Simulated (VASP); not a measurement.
# CdS (R-3m) in VASP: single point with r2SCAN

Aim: the single point of CdS with r2SCAN.

Program: VASP 6.6.1. These are calculated values, not measurements. Logs are shortened: lines on timing, memory, paths and dates and some standing lists are left out, and cuts for length are marked.

## 1. The cell of the first run

Symmetry: R-3m, No. 166, trigonal system. The conventional cell has a = 3.856 Å, b = 3.856 Å, c = 9.385 Å, α = 90.00°, β = 90.00°, γ = 120.00°. Cd (site symmetry -3m) has 6 S at 2.72 Å within 3.6 Å. Within 3.6 Å of S (site symmetry -3m) lie 6 Cd at 2.72 Å.

## 2. Single point, r2SCAN (strain along [111] -0.6%)

The input, POSCAR:

```
CdS
1.0
   -0.0116342466      2.7151422976      2.7151422976
    2.7151422976     -0.0116342466      2.7151422976
    2.7151422976      2.7151422976     -0.0116342466
Cd S
1 1
Direct
    0.0000000000      0.0000000000      0.0000000000
    0.5000000000      0.5000000000      0.5000000000
```

The input, INCAR.step1:

```
PREC = Accurate
ENCUT = 700
ISMEAR = 0
SIGMA = 0.01
LREAL = F
LASPH = T
NELM = 120
NBANDS = 20
GGA = PE
ALGO = Normal
EDIFF = 1E-5
LWAVE = T
LCHARG = F
GGA_COMPAT = F
```

The input, INCAR.step2:

```
PREC = Accurate
ENCUT = 700
EDIFF = 1E-6
ISMEAR = 0
SIGMA = 0.01
LREAL = F
LASPH = T
NELM = 120
ALGO = Normal
ISIF = 2
LWAVE = F
LCHARG = T
METAGGA = R2SCAN
LMIXTAU = T
LELF = T
LVHAR = T
NBANDS = 20
ISTART = 1
GGA_COMPAT = F
```

The input, KPOINTS:

```
Automatic mesh
0
Gamma
  8 8 8
```

Potentials or basis: VASP PAW PBE potentials, release 64 (Cd_sv_GW, S).

Run with:

```console
> cat potpaw_PBE.64/Cd_sv_GW/POTCAR potpaw_PBE.64/S/POTCAR > POTCAR
> cp INCAR.step1 INCAR
> mpirun -np 1 vasp_std > vasp.out
> cp INCAR.step2 INCAR
> mpirun -np 1 vasp_std > vasp.out
```

OUTCAR:

```text
PREC = Accurate
   ENCUT = 700
   EDIFF = 1E-6
   ISMEAR = 0
   LREAL = F
   LASPH = T
   NELM = 120
   ISIF = 2
   METAGGA = R2SCAN
   ISTART = 1

 ion  position               nearest neighbor table
   1  0.000  0.000  0.000-   2 2.72   2 2.72   2 2.72   2 2.72   2 2.72   2 2.72
   2  0.500  0.500  0.500-   1 2.72   1 2.72   1 2.72   1 2.72   1 2.72   1 2.72

  LATTYP: Found a trigonal (rhomboedric) cell.
 ALAT       =     3.8398086864
 COS(alpha) =     0.4957105001

  Lattice vectors:

 A1 = (  -0.0116342466,   2.7151422976,   2.7151422976)
 A2 = (   2.7151422976,  -0.0116342466,   2.7151422976)
 A3 = (   2.7151422976,   2.7151422976,  -0.0116342466)

Analysis of symmetry for initial positions (statically):
=====================================================================
 Subroutine PRICEL returns:
 Original cell was already a primitive cell.

 Routine SETGRP: Setting up the symmetry group for a
 trigonal (rhombohedral) supercell.

 Subroutine GETGRP returns: Found 12 space group operations
 (whereof 12 operations were pure point group operations)
 out of a pool of 12 trial point group operations.

The static configuration has the point symmetry D_3d.

Analysis of symmetry for dynamics (positions and initial velocities):
=====================================================================
 Subroutine PRICEL returns:
 Original cell was already a primitive cell.

 Routine SETGRP: Setting up the symmetry group for a
 trigonal (rhombohedral) supercell.

 Subroutine GETGRP returns: Found 12 space group operations
 (whereof 12 operations were pure point group operations)
 out of a pool of 12 trial point group operations.

The dynamic configuration has the point symmetry D_3d.

 Subroutine INISYM returns: Found 12 space group operations
 (whereof 12 operations are pure point group operations),
 and found     1 'primitive' translations

----------------------------------------------------------------------------------------

                                     Primitive cell

  volume of cell :      40.2893

  direct lattice vectors                    reciprocal lattice vectors
    -0.011634247  2.715142298  2.715142298    -0.182972992  0.183760396  0.183760396
     2.715142298 -0.011634247  2.715142298     0.183760396 -0.182972992  0.183760396
     2.715142298  2.715142298 -0.011634247     0.183760396  0.183760396 -0.182972992

  length of vectors
     3.839808686  3.839808686  3.839808686     0.317828384  0.317828384  0.317828384

  position of ions in fractional coordinates (direct lattice)
     0.000000000  0.000000000  0.000000000
     0.500000000  0.500000000  0.500000000

  ion indices of the primitive-cell ions
   primitive index   ion index
                 1           1
                 2           2

----------------------------------------------------------------------------------------

 KPOINTS: Automatic mesh

Automatic generation of k-mesh.
 Grid dimensions read from file:
 generate k-points for:    8    8    8

 Generating k-lattice:

  Cartesian coordinates                     Fractional coordinates (reciprocal lattice)
    -0.022871624  0.022970049  0.022970049     0.125000000  0.000000000  0.000000000
     0.022970049 -0.022871624  0.022970049     0.000000000  0.125000000  0.000000000
     0.022970049  0.022970049 -0.022871624     0.000000000  0.000000000  0.125000000

  Length of vectors
     0.039728548  0.039728548  0.039728548

  Shift w.r.t. Gamma in fractional coordinates (k-lattice)
     0.000000000  0.000000000  0.000000000

 Subroutine IBZKPT returns following result:
 ===========================================

 Found     65 irreducible k-points:

 Following reciprocal coordinates:
            Coordinates               Weight
  0.000000  0.000000  0.000000      1.000000
  0.125000 -0.000000 -0.000000      6.000000
  0.250000 -0.000000 -0.000000      6.000000
  0.375000  0.000000  0.000000      6.000000
  0.500000 -0.000000 -0.000000      3.000000
  0.125000  0.125000 -0.000000      6.000000
[... 16 lines left out ...]
  0.250000  0.125000  0.125000      6.000000
  0.375000  0.125000  0.125000      6.000000
 [... further k-points ...]
   k-points           NKPTS =     65   k-points in BZ     NKDIM =     65   number of bands    NBANDS=     20
   number of dos      NEDOS =    301   number of ions     NIONS =      2
   total plane-waves  NPLWV =  46656
   dimension x,y,z NGX =    36 NGY =   36 NGZ =   36
   dimension x,y,z NGXF=    72 NGYF=   72 NGZF=   72
   ions per type =               1   1
   NGX,Y,Z   is equivalent  to a cutoff of  15.59, 15.59, 15.59 a.u.
   NGXF,Y,Z  is equivalent  to a cutoff of  31.17, 31.17, 31.17 a.u.
 SYSTEM =  unknown system
   PREC   = accura    normal or accurate (medium, high low for compatibility)
   ISTART =      1    job   : 0-new  1-cont  2-samecut
   ICHARG =      0    charge: 1-file 2-atom 10-const
   ISPIN  =      1    spin polarized calculation?
   LNONCOLLINEAR =      F non collinear calculations
   LSORBIT =      F    spin-orbit coupling
   LASPH  =      T    aspherical Exc in radial PAW
   ENCUT  =  700.0 eV  51.45 Ry    7.17 a.u.   8.28  8.28  8.28*2*pi/ulx,y,z
   NELM   =    120;   NELMIN=  2; NELMDL=  0     # of ELM steps
   EDIFF  = 0.1E-05   stopping-criterion for ELM
   LREAL  =      F    real-space projection
   EDIFFG = 0.1E-04   stopping-criterion for IOM
   NSW    =      0    number of steps for IOM
   IBRION =     -1    ionic relax: 0-MD 1-quasi-New 2-CG
   NFREE  =      0    steps in history (QN), initial steepest desc. (CG)
   ISIF   =      2    stress and relaxation
   ISYM   =      2    0-nonsym 1-usesym 2-fastsym
   POTIM  = 0.5000    time-step for ionic-motion
   TEBEG  =    0.0;   TEEND  =   0.0 temperature during run
   PSTRESS=    0.0 pullay stress
   NELECT =      26.0000    total number of electrons
   NUPDOWN=      -1.0000    fix difference up-down
   EMIN   =  10.00;   EMAX   =-10.00  energy-range for DOS
   EFERMI =   0.00;   METHOD = LEGACY
   ISMEAR =     0;   SIGMA  =   0.01  broadening in eV -4-tet -1-fermi 0-gaus
   EFERMI_NEDOS =   21; number of points for ismear=-14 and -15
   IALGO  =     38    algorithm
   IMIX   =      4    mixing-type and parameters
     AMIX     =   0.40;   BMIX     =  1.00
     AMIX_MAG =   1.60;   BMIX_MAG =  1.00
  volume/ion in A,a.u.               =      20.14       135.94
  Fermi-wavevector in a.u.,A,eV,Ry     =   1.414716  2.673425 27.230983  2.001421
  Thomas-Fermi vector in A             =   2.536229
   LORBIT       =      0    0 simple, 1 ext, 2 COOP (PROOUT), +10 PAW based schemes
   METAGGA = R2SCAN    functional components
   LHFCALC =     F    Hartree Fock is set to
   AEXX    =    0.0000 exact exchange contribution
   IVDW    =     0    specifies the selected vdW correction
   LEPSILON=     F    determine dielectric tensor
   LRPA    =     F    only Hartree local field effects (RPA)
 non-spin polarized calculation
 Gauss-broadening in eV      SIGMA  =   0.01
  energy-cutoff  :      700.00
  volume of cell :       40.29
 maximum number of plane-waves:      1720
 NGX is ok and might be reduce to    36
   NGX = 17   NGY = 17   NGZ = 17

 number of electron      25.9999998 magnetization

 Free energy of the ion-electron system (eV)
  ---------------------------------------------------
  ext. energy  EPLUGINS =         0.00000000
  ---------------------------------------------------
  free energy    TOTEN  =       -29.58992276 eV

  energy without entropy =      -29.58992276  energy(sigma->0) =      -29.58992276

 E-fermi :   4.9026     XC(G=0): -11.1909

 val. band max:        4.7251913026   @ k =   0.5000  -0.0000  -0.0000
 cond. band min:       5.4676640650   @ k =   0.5000   0.5000  -0.0000
 fundamental gap:      0.7424727625
 Fermi energy:         4.9025746293

 k-point     1 :       0.0000    0.0000    0.0000
  band No.  band energies     occupation
      1     -99.7138      2.00000
      2     -59.8800      2.00000
      3     -59.8781      2.00000
      4     -59.8781      2.00000
      5      -8.6628      2.00000
      6      -3.2041      2.00000
[... 12 lines left out ...]
     19      17.1434      0.00000
     20      17.1526      0.00000

 k-point     2 :       0.1250   -0.0000   -0.0000
  band No.  band energies     occupation
      1     -99.7138      2.00000
      2     -59.8801      2.00000
      3     -59.8783      2.00000
      4     -59.8781      2.00000
      5      -8.5238      2.00000
      6      -3.2533      2.00000
[... 12 lines left out ...]
     19      15.7140      0.00000
     20      16.6530      0.00000

 k-point     3 :       0.2500   -0.0000   -0.0000
  band No.  band energies     occupation
      1     -99.7138      2.00000
      2     -59.8803      2.00000
      3     -59.8788      2.00000
      4     -59.8782      2.00000
      5      -8.1514      2.00000
      6      -3.3744      2.00000
[... 12 lines left out ...]
     19      16.1928      0.00000
     20      16.3768      0.00000

 k-point     4 :       0.3750    0.0000    0.0000
  band No.  band energies     occupation
      1     -99.7138      2.00000
      2     -59.8806      2.00000
      3     -59.8793      2.00000
      4     -59.8783      2.00000
      5      -7.7055      2.00000
      6      -3.4898      2.00000
[... 12 lines left out ...]
     19      17.3292      0.00000
     20      17.4324      0.00000

 k-point     5 :       0.5000   -0.0000   -0.0000
  band No.  band energies     occupation
      1     -99.7137      2.00000
      2     -59.8807      2.00000
      3     -59.8794      2.00000
      4     -59.8784      2.00000
      5      -7.4883      2.00000
      6      -3.5361      2.00000
[... 12 lines left out ...]
     19      18.1704      0.00000
     20      18.2775      0.00000
[... 353 lines left out ...]
      6      -3.3584      2.00000
[... 12 lines left out ...]
     19      19.8811      0.00000
     20      20.0804      0.00000

 k-point    22 :       0.1250    0.1250    0.1250
  band No.  band energies     occupation
      1     -99.7138      2.00000
      2     -59.8803      2.00000
      3     -59.8781      2.00000
      4     -59.8781      2.00000
      5      -8.5219      2.00000
      6      -3.2495      2.00000
[... 12 lines left out ...]
     19      15.6596      0.00000
     20      16.5956      0.00000

 k-point    23 :       0.2500    0.1250    0.1250
  band No.  band energies     occupation
      1     -99.7138      2.00000
      2     -59.8805      2.00000
      3     -59.8784      2.00000
      4     -59.8782      2.00000
      5      -8.3109      2.00000
      6      -3.3472      2.00000
[... 12 lines left out ...]
     19      16.8639      0.00000
     20      17.7695      0.00000

 k-point    24 :       0.3750    0.1250    0.1250
  band No.  band energies     occupation
      1     -99.7138      2.00000
      2     -59.8807      2.00000
      3     -59.8789      2.00000
      4     -59.8783      2.00000
      5      -7.9321      2.00000
      6      -3.4528      2.00000
[... 12 lines left out ...]
     19      17.6985      0.00000
     20      18.2224      0.00000

 [... further k-points ...]
[... 5 lines left out ...]
  --------------------------------------------------------------------------------------
  -------------------------------------------------------------------------------------
  Total        0.1128027      0.1128027      0.1128027      0.0398997      0.0398997      0.0398997
  in kB        4.4857977      4.4857977      4.4857977      1.5866818      1.5866818      1.5866818
  external PRESSURE =       4.4857977 kB  Pullay stress =       0.0000000 kB

 VOLUME and BASIS-vectors are now :
 -----------------------------------------------------------------------------
  energy-cutoff  :      700.00
  volume of cell :       40.29
      direct lattice vectors                 reciprocal lattice vectors
    -0.011634247  2.715142298  2.715142298    -0.182972992  0.183760396  0.183760396
     2.715142298 -0.011634247  2.715142298     0.183760396 -0.182972992  0.183760396
     2.715142298  2.715142298 -0.011634247     0.183760396  0.183760396 -0.182972992

 POSITION                                       TOTAL-FORCE (eV/Angst)
 -----------------------------------------------------------------------------------
      0.00000      0.00000      0.00000         0.000000      0.000000      0.000000
      2.70933      2.70933      2.70933         0.000000      0.000000     -0.000000
 -----------------------------------------------------------------------------------
    total drift:                               -0.000000      0.000000      0.000000

  FREE ENERGIE OF THE ION-ELECTRON SYSTEM (eV)
  ---------------------------------------------------
  free  energy   TOTEN  =       -29.5899227576 eV

  energy  without entropy=      -29.5899227576  energy(sigma->0) =      -29.58992276
```

It took 6.2 min on 1 thread of AMD EPYC 7R13 (Zen 3), shared host; peak memory 0.26 GiB.

Results:

```
Free energy            : -29.5899 eV
Pressure               : 0.4 GPa
Band gap on the k mesh : 0.74 eV (least direct gap 2.40 eV)
```

Caveat: the cell differs from its parent crystal (strain along [111] -0.6%); the structure was generated, so it needn't be the stable form of CdS; semilocal functionals underestimate gaps, and a narrow one can read as zero; the PAW data sets were made with another functional, which shifts forces and pressure a little. A k mesh can miss the band edges.
